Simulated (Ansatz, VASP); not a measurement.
Be: VASP beside Ansatz

```
CELL_PARAMETERS angstrom
1.93933 -1.12144 -0.03077
1.93933 1.12144 -0.03077
-1.16288 0.00000 7.27333
ATOMIC_POSITIONS crystal
Be 0.20929 0.20929 0.62717
Be 0.79071 0.79071 0.37283
Be 0.37400 0.37400 0.12290
Be 0.62600 0.62600 0.87710
```

Alike in both runs: functional PBE; k mesh 8 × 8 × 4; occupations gaussian, width 0.1 eV; no spin polarisation.

Ansatz relaxed the structure, and its values are those at the end. VASP's run is a single point on that final structure, the one shown.

```csv
,VASP,Ansatz
version,VASP 6.6.1,Ansatz 0.2.0
potentials or method,"VASP PAW PBE potentials, release 64 (Be), cutoff 520 eV","scalar-relativistic, plane waves, PAW"
valence electrons in the cell,8,8
```

|  | VASP | Ansatz | Ansatz less VASP |
| --- | --- | --- | --- |
| gap on the k mesh at the Fermi level (eV) | none | none | - |
| pressure (GPa) | 0.2 | 0.0 | -0.15 |

A gap of «none» marks a metal or a gap that the smearing closes. With one functional, cell and mesh, what is left measures potentials, basis and numerics.

The k mesh is coarse, so the values compare programs but aren't converged.
